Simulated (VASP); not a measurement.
# Mg2ZnS3 (P1) in VASP: relaxation of cell and atoms with PBE

Aim: the relaxation of cell and atoms of Mg2ZnS3 with PBE.

Program: VASP 6.6.1. These are calculated values, not measurements. Logs are shortened: lines on timing, memory, paths and dates and some standing lists are left out, and cuts for length are marked.

## 1. The cell of the first run

The typed cell holds 12 atoms: a = 6.414 Å, b = 6.726 Å, c = 6.692 Å, α = 118.32°, β = 88.39°, γ = 91.48°.

## 2. Relaxation of cell and atoms, PBE

The input, INCAR:

```
ALGO     = Normal         # electronic algorithm
EDIFF    = 1E-7           # SCF threshold, eV
EDIFFG   = -0.025         # ionic threshold
ENCUT    = 600            # plane-wave cutoff, eV
GGA      = PE             # functional
IBRION   = 2              # ionic algorithm
ISIF     = 3              # what is computed and relaxed
ISMEAR   = 0              # smearing method
LASPH    = True           # aspherical terms in the spheres
LCHARG   = False          # write CHGCAR
LREAL    = False          # projectors in reciprocal space
LWAVE    = False          # write WAVECAR
NELM     = 60             # most SCF steps
NSW      = 80             # ionic steps
PREC     = Accurate       # precision mode
SIGMA    = 0.1            # smearing width, eV
```

The input, KPOINTS:

```
k-points
0
Gamma
  2 2 2
```

The input, POSCAR:

```
Mg2ZnS3
1.0
    0.0557687038     -0.0821163543     -6.4129242559
    0.1089018989      6.7248033919      0.0880701305
    5.8385744452     -3.2680657664     -0.0958471673
Mg Zn S
4 2 6
Direct
    0.4931667628      0.5018737675      0.6653078561
    0.4761453769      0.8499118813      0.3432869865
    0.9814194545      0.5139966235      0.3214130157
    0.9603320508      0.1701873736      0.6557857486
    0.4953512411      0.1797142074      0.0147505663
    0.9905702041      0.8513167778      0.0201969217
    0.6290530817      0.8317685337     -0.0169134992
    0.6335417332      0.1511433260      0.7003630234
    0.6145585246      0.4790954926      0.3109073693
    0.1281579565      0.1599896298      0.0132530781
    0.1562520959      0.5080304832      0.6636893672
    0.1214515177      0.8029719036      0.3079595663
```

Potentials or basis: VASP PAW PBE potentials, release 64 (Mg, Zn, S).

Launch:

```
$ cat potpaw_PBE.64/Mg/POTCAR potpaw_PBE.64/Zn/POTCAR potpaw_PBE.64/S/POTCAR > POTCAR
$ mpirun -np 1 vasp_std > vasp.out
```

OUTCAR:

```text
EDIFF = 1E-7
   EDIFFG = -0.025
   ENCUT = 600
   GGA = PE
   IBRION = 2
   ISIF = 3
   ISMEAR = 0
   LASPH = True
   LREAL = False
   NELM = 60
   NSW = 80
   PREC = Accurate

 ion  position               nearest neighbor table
   1  0.493  0.502  0.665-  11 2.16   7 2.39   9 2.41   8 2.66
   2  0.476  0.850  0.343-  12 2.29   8 2.50   7 2.53   9 2.58
   3  0.981  0.514  0.321-  12 2.16   9 2.36  10 2.48  11 2.60
   4  0.960  0.170  0.656-   8 2.12  11 2.55  12 2.67  10 2.68
   5  0.495  0.180  0.015-   8 2.18   9 2.19  10 2.36   7 2.42
   6  0.991  0.851  0.020-  10 2.26  12 2.28   7 2.33  11 2.63
   7  0.629  0.832  0.983-   6 2.33   1 2.39   5 2.42   2 2.53
   8  0.634  0.151  0.700-   4 2.12   5 2.18   2 2.50   1 2.66
   9  0.615  0.479  0.311-   5 2.19   3 2.36   1 2.41   2 2.58
  10  0.128  0.160  0.013-   6 2.26   5 2.36   3 2.48   4 2.68
  11  0.156  0.508  0.664-   1 2.16   4 2.55   3 2.60   6 2.63
  12  0.121  0.803  0.308-   3 2.16   6 2.28   2 2.29   4 2.67

  LATTYP: Found a triclinic cell.
 ALAT       =     6.6916658677
 B/A-ratio  =     1.0280052361
 C/A-ratio  =     0.9584597573
 COS(alpha) =     0.0022144471
 COS(beta)  =     0.0281612359
 COS(gamma) =     0.5089604702

  Lattice vectors:

 A1 = (  -5.8385744452,   3.2680657664,   0.0958471673)
 A2 = (  -5.9474763441,  -3.4567376255,   0.0077770368)
 A3 = (  -0.0557687038,   0.0821163543,   6.4129242559)

Analysis of symmetry for initial positions (statically):
=====================================================================
 Subroutine PRICEL returns:
 Original cell was already a primitive cell.

 Routine SETGRP: Setting up the symmetry group for a
 triclinic supercell.

 Subroutine GETGRP returns: Found  1 space group operations
 (whereof  1 operations were pure point group operations)
 out of a pool of  2 trial point group operations.

The static configuration has the point symmetry C_1 .

Analysis of symmetry for dynamics (positions and initial velocities):
=====================================================================
 Subroutine PRICEL returns:
 Original cell was already a primitive cell.

 Routine SETGRP: Setting up the symmetry group for a
 triclinic supercell.

 Subroutine GETGRP returns: Found  1 space group operations
 (whereof  1 operations were pure point group operations)
 out of a pool of  2 trial point group operations.

The dynamic configuration has the point symmetry C_1 .

 Subroutine INISYM returns: Found  1 space group operations
 (whereof  1 operations are pure point group operations),
 and found     1 'primitive' translations

[... 102 lines left out ...]
   NFREE  =      1    steps in history (QN), initial steepest desc. (CG)
   ISIF   =      3    stress and relaxation
   ISYM   =      2    0-nonsym 1-usesym 2-fastsym
   POTIM  = 0.5000    time-step for ionic-motion
   TEBEG  =    0.0;   TEEND  =   0.0 temperature during run
   PSTRESS=    0.0 pullay stress
   NELECT =      68.0000    total number of electrons
   NUPDOWN=      -1.0000    fix difference up-down
   EMIN   =  10.00;   EMAX   =-10.00  energy-range for DOS
   EFERMI =   0.00;   METHOD = LEGACY
   ISMEAR =     0;   SIGMA  =   0.10  broadening in eV -4-tet -1-fermi 0-gaus
   EFERMI_NEDOS =   21; number of points for ismear=-14 and -15
   IALGO  =     38    algorithm
   IMIX   =      4    mixing-type and parameters
     AMIX     =   0.40;   BMIX     =  1.00
     AMIX_MAG =   1.60;   BMIX_MAG =  1.00
  volume/ion in A,a.u.               =      21.17       142.85
  Fermi-wavevector in a.u.,A,eV,Ry     =   1.055099  1.993848 15.146467  1.113234
  Thomas-Fermi vector in A             =   2.190284
   LORBIT       =      0    0 simple, 1 ext, 2 COOP (PROOUT), +10 PAW based schemes
   GGA     = PE    functional components
   LHFCALC =     F    Hartree Fock is set to
   AEXX    =    0.0000 exact exchange contribution
   IVDW    =     0    specifies the selected vdW correction
   LEPSILON=     F    determine dielectric tensor
   LRPA    =     F    only Hartree local field effects (RPA)
 conjugate gradient relaxation of ions
 non-spin polarized calculation
 Gauss-broadening in eV      SIGMA  =   0.10
  energy-cutoff  :      600.00
  volume of cell :      254.01
 maximum number of plane-waves:      8502
 NGX is ok and might be reduce to    54
   NGX = 25   NGY = 27   NGZ = 27

--------------------------------------- Ionic step        1  -------------------------------------------

 number of electron      67.9999996 magnetization

 Free energy of the ion-electron system (eV)
  ---------------------------------------------------
  ext. energy  EPLUGINS =         0.00000000
  ---------------------------------------------------
  free energy    TOTEN  =       -45.41260088 eV

  energy without entropy =      -45.41260088  energy(sigma->0) =      -45.41260088

------------------------ aborting loop because EDIFF is reached ----------------------------------------

  FORCE on cell =-STRESS in cart. coord.  units (eV):
  Direction    XX          YY          ZZ          XY          YZ          ZX
  --------------------------------------------------------------------------------------
  -------------------------------------------------------------------------------------
  Total        4.0329383      6.3825426     15.7632174     -1.5904381     -5.4907576      0.7124194
  in kB       25.4377330     40.2578475     99.4263949    -10.0316780    -34.6329189      4.4935808
  external PRESSURE =      55.0406585 kB  Pullay stress =       0.0000000 kB
[... 119 lines left out ...]
  FREE ENERGIE OF THE ION-ELECTRON SYSTEM (eV)
  ---------------------------------------------------
  free  energy   TOTEN  =       -47.0180723766 eV

  energy  without entropy=      -47.0180723766  energy(sigma->0) =      -47.01807238

[... ionic steps 4 to 15 ...]

--------------------------------------- Ionic step       16  -------------------------------------------

 number of electron      67.9999990 magnetization

------------------------ aborting loop because EDIFF is reached ----------------------------------------
[... 87 lines left out ...]
--------------------------------------- Ionic step       18  -------------------------------------------

 number of electron      67.9999993 magnetization

 Free energy of the ion-electron system (eV)
  ---------------------------------------------------
  ext. energy  EPLUGINS =         0.00000000
  ---------------------------------------------------
  free energy    TOTEN  =       -47.54160114 eV

  energy without entropy =      -47.54160114  energy(sigma->0) =      -47.54160114

 E-fermi :   1.8033     XC(G=0):  -8.6820

 val. band max:        1.3394844358   @ k =   0.0000   0.0000   0.0000
 cond. band min:       4.3021929270   @ k =   0.0000   0.0000   0.0000
 fundamental gap:      2.9627084913
 Fermi energy:         1.8032718259

 k-point     1 :       0.0000    0.0000    0.0000
  band No.  band energies     occupation
      1     -10.5466      2.00000
      2      -9.7835      2.00000
      3      -9.6653      2.00000
      4      -9.6607      2.00000
      5      -9.5663      2.00000
      6      -9.5630      2.00000
[... 380 lines left out ...]
  FREE ENERGIE OF THE ION-ELECTRON SYSTEM (eV)
  ---------------------------------------------------
  free  energy   TOTEN  =       -47.5416011407 eV

  energy  without entropy=      -47.5416011407  energy(sigma->0) =      -47.54160114

 reached required accuracy - stopping structural energy minimisation
```

OSZICAR:

```text
N       E                     dE             d eps       ncg     rms          rms(c)
DAV:   1     0.514559405160E+03    0.51456E+03   -0.30705E+04   656   0.174E+03
DAV:   2     0.240933107072E+02   -0.49047E+03   -0.47200E+03   744   0.363E+02
DAV:   3    -0.460171312885E+02   -0.70110E+02   -0.69436E+02   739   0.137E+02
[... 214 lines left out ...]
DAV:   5    -0.475416022889E+02    0.29177E-05   -0.13518E-05   832   0.634E-02    0.107E-02
DAV:   6    -0.475416015642E+02    0.72466E-06   -0.33207E-06   936   0.214E-02    0.615E-03
DAV:   7    -0.475416012920E+02    0.27225E-06   -0.85903E-07   728   0.101E-02    0.247E-03
DAV:   8    -0.475416011599E+02    0.13209E-06   -0.91624E-08   448   0.598E-03    0.110E-03
DAV:   9    -0.475416011407E+02    0.19194E-07   -0.53316E-08   391   0.164E-03
  18 F= -.47541601E+02 E0= -.47541601E+02  d E =-.369757E-03
```

Wall time 28 min (1 thread of Intel Xeon Platinum 8488C (Sapphire Rapids), shared host); peak memory 0.49 GiB.

What came out:

| Quantity | Value |
| --- | --- |
| Free energy | -47.5416 eV |
| Relaxed volume | 22.10 Å³/atom |
| Relaxed cell | a = 6.428 Å, b = 6.897 Å, c = 6.906 Å, α = 120.00°, β = 90.00°, γ = 90.01° |
| Space group after relaxing (to 0.1 Å) | Cmc2_1 (No. 36) |
| Energy gained by relaxing | 177.4 meV/atom |
| Ionic steps | 18 |
| Pressure after relaxing | 0.0 GPa |
| Largest force after relaxing | 0.021 eV/Å |
| Band gap on the k mesh | 2.96 eV |

Forces on the atoms (eV/Å):
```
Mg  -0.004 -0.007 -0.004
Mg  -0.004  0.020 -0.002
Mg   0.006 -0.017 -0.003
Mg  -0.003 -0.002 -0.002
Zn  -0.006  0.000  0.004
Zn   0.009 -0.007  0.001
S   -0.015  0.003 -0.005
S   -0.002  0.012  0.006
S    0.001  0.009  0.002
S    0.003 -0.004 -0.002
S    0.005 -0.004 -0.004
S    0.011 -0.003  0.009
```

The path:
| step | energy change (eV) | largest force (eV/Å) | pressure (GPa) | volume (Å³) |
| --- | --- | --- | --- | --- |
| 1 | 0.0000 | 3.9483 | 5.50 | 254.01 |
| 2 | -1.5627 | 0.9685 | -3.01 | 281.39 |
| 3 | -1.6055 | 1.0971 | -2.04 | 276.01 |
| 4 | -1.9263 | 0.5218 | -0.50 | 267.36 |
| 5 | -1.9973 | 0.4109 | 0.90 | 261.25 |
| 6 | -2.0665 | 0.3186 | 0.15 | 264.37 |
| 7 | -2.0853 | 0.3173 | -0.43 | 267.04 |
| 8 | -2.1097 | 0.2223 | -0.01 | 265.10 |
| 9 | -2.1153 | 0.1547 | 0.33 | 263.65 |
| 10 | -2.1233 | 0.0942 | -0.08 | 265.44 |
| 11 | -2.1236 | 0.0937 | -0.16 | 265.81 |
| 12 | -2.1263 | 0.0533 | 0.01 | 265.04 |
| 13 | -2.1265 | 0.0553 | 0.09 | 264.72 |
| 14 | -2.1278 | 0.0470 | -0.01 | 265.17 |
| 15 | -2.1280 | 0.0451 | -0.08 | 265.49 |
| 16 | -2.1286 | 0.0338 | 0.04 | 264.96 |
| 17 | -2.1286 | 0.0340 | 0.05 | 264.91 |
| 18 | -2.1290 | 0.0209 | -0.01 | 265.18 |

Final structure:
```
CELL_PARAMETERS angstrom
-0.00187 0.00381 -6.42841
-0.00303 6.89673 0.00476
5.98270 -3.45007 -0.00375
ATOMIC_POSITIONS crystal
Mg 0.49630 0.50328 0.67083
Mg 0.49656 0.83267 0.33152
Mg 0.99649 0.49753 0.32926
Mg 0.99657 0.16666 0.66878
Zn 0.49511 0.16305 0.00081
Zn 0.99487 0.83694 0.99875
S 0.62626 0.84356 0.00150
S 0.61293 0.16623 0.67747
S 0.61287 0.48940 0.32440
S 0.12646 0.15677 0.99909
S 0.11250 0.51023 0.67540
S 0.11308 0.83369 0.32218
```

Caveat: the k points lie up to 0.53 Å⁻¹ apart in the final cell.
